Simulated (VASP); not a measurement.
# TaN (I4mm) in VASP: notebook

Runs on TaN. Level: LDA. Tasks: single point.

All numbers are computed with VASP 6.6.1; they aren't measurements. Logs are shortened: lines on timing, memory, paths and dates and some standing lists are left out, and cuts for length are marked.

**1. The cell of the first run**

The structure is tetragonal, space group I4mm (No. 107). The conventional cell has a = 3.075 Å, b = 3.075 Å, c = 4.349 Å, α = 90.00°, β = 90.00°, γ = 90.00°. Ta (site symmetry 4mm) has 6 N at 1.91 to 2.44 Å within 2.5 Å. Within 2.5 Å of N (site symmetry 4mm) lie 6 Ta at 1.91 to 2.44 Å.

**2. Single point, LDA (mode 4 frozen in at -0.245 Å and mode 6 at +0.000 Å (largest displacements))**

Contents of INCAR:

```
PREC = Accurate ; ENCUT = 520
EDIFF = 1E-6 ; ISMEAR = 0
SIGMA = 0.15 ; LREAL = F
LASPH = T ; NELM = 60
ALGO = Normal ; ISIF = 2
LWAVE = F ; LCHARG = F
GGA = CA ; NBANDS = 15
```

Contents of KPOINTS:

```
Automatic mesh
0
Gamma
  18 18 18
```

Contents of POSCAR:

```
TaN
1.0
    0.0000000000      2.1742693740      2.1742693740
    2.1742693740      0.0000000000      2.1742693740
    2.1742693740      2.1742693740      0.0000000000
Ta N
1 1
Direct
    0.4956387160      0.5043612840      0.5043612840
    0.0563407651     -0.0563407651     -0.0563407651
```

Potentials or basis: VASP PAW LDA potentials, release 64 (Ta_pv, N).

Started as:

```
$ cat potpaw_LDA.64/Ta_pv/POTCAR potpaw_LDA.64/N/POTCAR > POTCAR
$ mpirun -np 1 vasp_std > vasp.out
```

OUTCAR:

```text
PREC = Accurate
   ENCUT = 520
   EDIFF = 1E-6
   ISMEAR = 0
   LREAL = F
   LASPH = T
   NELM = 60
   ISIF = 2
   GGA = CA

 ion  position               nearest neighbor table
   1  0.496  0.504  0.504-   2 1.91   2 2.19   2 2.19   2 2.19   2 2.19   2 2.44
   2  0.056  0.944  0.944-   1 1.91   1 2.19   1 2.19   1 2.19   1 2.19   1 2.44

  LATTYP: Found a face centered cubic cell.
 ALAT       =     4.3485387480

  Lattice vectors:

 A1 = (   0.0000000000,   2.1742693740,   2.1742693740)
 A2 = (   2.1742693740,   0.0000000000,   2.1742693740)
 A3 = (   2.1742693740,   2.1742693740,   0.0000000000)

Analysis of symmetry for initial positions (statically):
=====================================================================
 Subroutine PRICEL returns:
 Original cell was already a primitive cell.

 Routine SETGRP: Setting up the symmetry group for a
 face centered cubic supercell.

 Subroutine GETGRP returns: Found  8 space group operations
 (whereof  8 operations were pure point group operations)
 out of a pool of 48 trial point group operations.

The static configuration has the point symmetry C_4v.

Analysis of symmetry for dynamics (positions and initial velocities):
=====================================================================
 Subroutine PRICEL returns:
 Original cell was already a primitive cell.

 Routine SETGRP: Setting up the symmetry group for a
 face centered cubic supercell.

 Subroutine GETGRP returns: Found  8 space group operations
 (whereof  8 operations were pure point group operations)
 out of a pool of 48 trial point group operations.

The dynamic configuration has the point symmetry C_4v.

 Subroutine INISYM returns: Found  8 space group operations
 (whereof  8 operations are pure point group operations),
 and found     1 'primitive' translations

----------------------------------------------------------------------------------------

                                     Primitive cell

  volume of cell :      20.5575

  direct lattice vectors                    reciprocal lattice vectors
     0.000000000  2.174269374  2.174269374    -0.229962306  0.229962306  0.229962306
     2.174269374  0.000000000  2.174269374     0.229962306 -0.229962306  0.229962306
     2.174269374  2.174269374  0.000000000     0.229962306  0.229962306 -0.229962306

  length of vectors
     3.074881237  3.074881237  3.074881237     0.398306399  0.398306399  0.398306399

  position of ions in fractional coordinates (direct lattice)
     0.495638716  0.504361284  0.504361284
     0.056340765  0.943659235  0.943659235

  ion indices of the primitive-cell ions
   primitive index   ion index
                 1           1
                 2           2

----------------------------------------------------------------------------------------

 KPOINTS: Automatic mesh

Automatic generation of k-mesh.
 Grid dimensions read from file:
 generate k-points for:   18   18   18

 Generating k-lattice:

  Cartesian coordinates                     Fractional coordinates (reciprocal lattice)
    -0.012775684  0.012775684  0.012775684     0.055555556  0.000000000  0.000000000
     0.012775684 -0.012775684  0.012775684     0.000000000  0.055555556  0.000000000
     0.012775684  0.012775684 -0.012775684     0.000000000  0.000000000  0.055555556

  Length of vectors
     0.022128133  0.022128133  0.022128133

  Shift w.r.t. Gamma in fractional coordinates (k-lattice)
     0.000000000  0.000000000  0.000000000

 Subroutine IBZKPT returns following result:
 ===========================================

 Found    480 irreducible k-points:

 Following reciprocal coordinates:
            Coordinates               Weight
  0.000000  0.000000  0.000000      1.000000
  0.055556  0.000000  0.000000      8.000000
  0.111111  0.000000  0.000000      8.000000
  0.166667  0.000000  0.000000      8.000000
  0.222222  0.000000  0.000000      8.000000
  0.277778  0.000000  0.000000      8.000000
[... 16 lines left out ...]
  0.388889  0.055556  0.000000     16.000000
  0.000000  0.388889  0.055556      8.000000
 [... further k-points ...]
   k-points           NKPTS =    480   k-points in BZ     NKDIM =    480   number of bands    NBANDS=     15
   number of dos      NEDOS =    301   number of ions     NIONS =      2
   total plane-waves  NPLWV =  13824
   dimension x,y,z NGX =    24 NGY =   24 NGZ =   24
   dimension x,y,z NGXF=    48 NGYF=   48 NGZF=   48
   ions per type =               1   1
   NGX,Y,Z   is equivalent  to a cutoff of  12.98, 12.98, 12.98 a.u.
   NGXF,Y,Z  is equivalent  to a cutoff of  25.95, 25.95, 25.95 a.u.
 SYSTEM =  unknown system
   PREC   = accura    normal or accurate (medium, high low for compatibility)
   ISTART =      0    job   : 0-new  1-cont  2-samecut
   ICHARG =      2    charge: 1-file 2-atom 10-const
   ISPIN  =      1    spin polarized calculation?
   LNONCOLLINEAR =      F non collinear calculations
   LSORBIT =      F    spin-orbit coupling
   LASPH  =      T    aspherical Exc in radial PAW
   ENCUT  =  520.0 eV  38.22 Ry    6.18 a.u.   5.72  5.72  5.72*2*pi/ulx,y,z
   NELM   =     60;   NELMIN=  2; NELMDL= -5     # of ELM steps
   EDIFF  = 0.1E-05   stopping-criterion for ELM
   LREAL  =      F    real-space projection
   EDIFFG = 0.1E-04   stopping-criterion for IOM
   NSW    =      0    number of steps for IOM
   IBRION =     -1    ionic relax: 0-MD 1-quasi-New 2-CG
   NFREE  =      0    steps in history (QN), initial steepest desc. (CG)
   ISIF   =      2    stress and relaxation
   ISYM   =      2    0-nonsym 1-usesym 2-fastsym
   POTIM  = 0.5000    time-step for ionic-motion
   TEBEG  =    0.0;   TEEND  =   0.0 temperature during run
   PSTRESS=    0.0 pullay stress
   NELECT =      16.0000    total number of electrons
   NUPDOWN=      -1.0000    fix difference up-down
   EMIN   =  10.00;   EMAX   =-10.00  energy-range for DOS
   EFERMI =   0.00;   METHOD = LEGACY
   ISMEAR =     0;   SIGMA  =   0.15  broadening in eV -4-tet -1-fermi 0-gaus
   EFERMI_NEDOS =   21; number of points for ismear=-14 and -15
   IALGO  =     38    algorithm
   IMIX   =      4    mixing-type and parameters
     AMIX     =   0.40;   BMIX     =  1.00
     AMIX_MAG =   1.60;   BMIX_MAG =  1.00
  volume/ion in A,a.u.               =      10.28        69.36
  Fermi-wavevector in a.u.,A,eV,Ry     =   1.505884  2.845708 30.853744  2.267686
  Thomas-Fermi vector in A             =   2.616674
   LORBIT       =      0    0 simple, 1 ext, 2 COOP (PROOUT), +10 PAW based schemes
   GGA     = CA    functional components
   LHFCALC =     F    Hartree Fock is set to
   AEXX    =    0.0000 exact exchange contribution
   IVDW    =     0    specifies the selected vdW correction
   LEPSILON=     F    determine dielectric tensor
   LRPA    =     F    only Hartree local field effects (RPA)
 non-spin polarized calculation
 Gauss-broadening in eV      SIGMA  =   0.15
  energy-cutoff  :      520.00
  volume of cell :       20.56
 maximum number of plane-waves:       568
   NGX = 11   NGY = 11   NGZ = 11

 number of electron      16.0000000 magnetization

 Free energy of the ion-electron system (eV)
  ---------------------------------------------------
  ext. energy  EPLUGINS =         0.00000000
  ---------------------------------------------------
  free energy    TOTEN  =       -23.76361080 eV

  energy without entropy =      -23.75349829  energy(sigma->0) =      -23.75855454

 E-fermi :   9.6638     XC(G=0): -13.8155

 val. band max:        9.6628493555   @ k =   0.2778   0.1111  -0.2778
 cond. band min:       9.6677390850   @ k =   0.1111  -0.2778   0.3889
 fundamental gap:      0.0048897295
 Fermi energy:         9.6638203006

 k-point     1 :       0.0000    0.0000    0.0000
  band No.  band energies     occupation
      1     -25.7179      2.00000
      2     -25.5838      2.00000
      3     -25.5838      2.00000
      4      -9.0929      2.00000
      5       4.6149      2.00000
      6       4.6149      2.00000
      7       4.7081      2.00000
      8       7.6596      2.00000
      9       9.0714      2.00000
     10       9.0714      2.00000
     11       9.8873      0.03513
     12      11.4387      0.00000
     13      11.8313      0.00000
     14      19.0730      0.00000
     15      21.4137      0.00000

 k-point     2 :       0.0556    0.0000    0.0000
  band No.  band energies     occupation
      1     -25.7339      2.00000
      2     -25.6044      2.00000
      3     -25.5870      2.00000
      4      -9.0113      2.00000
      5       4.1521      2.00000
      6       4.5198      2.00000
      7       4.9065      2.00000
      8       7.6676      2.00000
      9       8.7921      2.00000
     10       8.9547      2.00000
     11      10.4301      0.00000
     12      11.6850      0.00000
     13      12.1253      0.00000
     14      19.3198      0.00000
     15      21.4137      0.00000

 k-point     3 :       0.1111    0.0000    0.0000
  band No.  band energies     occupation
      1     -25.7977      2.00000
      2     -25.6443      2.00000
      3     -25.5961      2.00000
      4      -8.7746      2.00000
      5       3.4809      2.00000
      6       4.2428      2.00000
      7       4.7992      2.00000
      8       7.7259      2.00000
      9       8.5987      2.00000
     10       8.8549      2.00000
     11      11.3969      0.00000
     12      12.2893      0.00000
     13      12.8485      0.00000
     14      20.0179      0.00000
     15      21.4134      0.00000

 k-point     4 :       0.1667    0.0000    0.0000
  band No.  band energies     occupation
      1     -25.9229      2.00000
      2     -25.6748      2.00000
      3     -25.6099      2.00000
      4      -8.4054      2.00000
      5       2.7222      2.00000
      6       3.8299      2.00000
      7       4.3783      2.00000
      8       7.9191      2.00000
      9       8.7153      2.00000
     10       8.9810      2.00000
     11      12.4878      0.00000
     12      13.1219      0.00000
     13      13.7280      0.00000
     14      21.0304      0.00000
     15      21.4133      0.00000
[... 307 lines left out ...]
 k-point    22 :       0.0000    0.3333    0.0556
  band No.  band energies     occupation
      1     -26.3737      2.00000
      2     -25.7230      2.00000
      3     -25.6777      2.00000
      4      -7.0330      2.00000
      5       0.6644      2.00000
      6       2.7445      2.00000
      7       2.8210      2.00000
      8       8.9695      2.00000
      9      10.3644      0.00000
     10      10.6284      0.00000
     11      14.5498      0.00000
     12      14.7058      0.00000
     13      17.0807      0.00000
     14      21.4011      0.00000
     15      22.4104      0.00000

 k-point    23 :       0.3889    0.0556    0.0000
  band No.  band energies     occupation
      1     -26.4918      2.00000
      2     -25.7643      2.00000
      3     -25.6803      2.00000
      4      -6.5793      2.00000
      5       0.0643      2.00000
      6       2.2410      2.00000
      7       2.7055      2.00000
      8       9.4033      1.98596
      9      10.9608      0.00000
     10      11.3226      0.00000
     11      14.7740      0.00000
     12      16.0882      0.00000
     13      17.1830      0.00000
     14      21.3537      0.00000
     15      21.7179      0.00000

 k-point    24 :       0.0000    0.3889    0.0556
  band No.  band energies     occupation
      1     -26.5047      2.00000
      2     -25.7456      2.00000
      3     -25.6892      2.00000
      4      -6.5567      2.00000
      5       0.0567      2.00000
      6       2.4153      2.00000
      7       2.4685      2.00000
      8       9.6572      1.04977
      9      11.0134      0.00000
     10      11.3082      0.00000
     11      14.4420      0.00000
     12      15.4680      0.00000
     13      17.9214      0.00000
     14      21.3796      0.00000
     15      21.9350      0.00000

 [... further k-points ...]
[... 5 lines left out ...]
  --------------------------------------------------------------------------------------
  -------------------------------------------------------------------------------------
  Total        5.4083991      0.3262890      0.3262890      0.0000000     -0.0000000      0.0000000
  in kB      421.5113498     25.4298056     25.4298056      0.0000000     -0.0000000      0.0000000
  external PRESSURE =     157.4569870 kB  Pullay stress =       0.0000000 kB

 VOLUME and BASIS-vectors are now :
 -----------------------------------------------------------------------------
  energy-cutoff  :      520.00
  volume of cell :       20.56
      direct lattice vectors                 reciprocal lattice vectors
     0.000000000  2.174269374  2.174269374    -0.229962306  0.229962306  0.229962306
     2.174269374  0.000000000  2.174269374     0.229962306 -0.229962306  0.229962306
     2.174269374  2.174269374  0.000000000     0.229962306  0.229962306 -0.229962306

 POSITION                                       TOTAL-FORCE (eV/Angst)
 -----------------------------------------------------------------------------------
      2.19323      2.17427      2.17427        -3.499291      0.000000      0.000000
      4.10354      2.17427      2.17427         3.499291      0.000000      0.000000
 -----------------------------------------------------------------------------------
    total drift:                                0.000101     -0.000000     -0.000000

  FREE ENERGIE OF THE ION-ELECTRON SYSTEM (eV)
  ---------------------------------------------------
  free  energy   TOTEN  =       -23.7636107962 eV

  energy  without entropy=      -23.7534982884  energy(sigma->0) =      -23.75855454
```

It took 35 s on 1 thread of Intel Xeon 6975P-C (Granite Rapids), shared host; peak memory 0.25 GiB.

Results:

```
Free energy            : -23.7636 eV
Pressure               : 15.7 GPa
Largest force          : 3.499 eV/Å
Band gap on the k mesh : zero (band 8 reaches 11.34 eV, above the bottom of band 9 at 8.24 eV)
```

Forces in eV/Å, atoms in the order of the input:
```
Ta  -3.499  0.000  0.000
N    3.499  0.000  0.000
```

Levels at points of the mesh, in eV from the Fermi level:
| k point | band 6 | band 7 | band 8 | band 9 | band 10 | band 11 |
| --- | --- | --- | --- | --- | --- | --- |
| (0.00, 0.00, 0.00) | -5.05 | -4.96 | -2.00 | -0.59 | -0.59 | 0.22 |
| (0.50, 0.00, 0.00) | -7.67 | -7.54 | 1.68 | 2.09 | 2.28 | 3.98 |
| (0.50, 0.50, 0.00) | -6.54 | -4.82 | -2.65 | 2.87 | 3.84 | 3.92 |
| (0.00, 0.50, 0.50) | -5.55 | -4.59 | -4.59 | 2.45 | 3.60 | 3.83 |

Caveat: the cell differs from its parent crystal (mode 4 frozen in at -0.245 Å and mode 6 at +0.000 Å (largest displacements)); spin-orbit coupling is left out, which moves the levels of the heavy elements; forces of over 1 eV/Å act on the atoms, so gaps and moduli don't describe the material at rest.

(Part 1 of 2 ends here.)
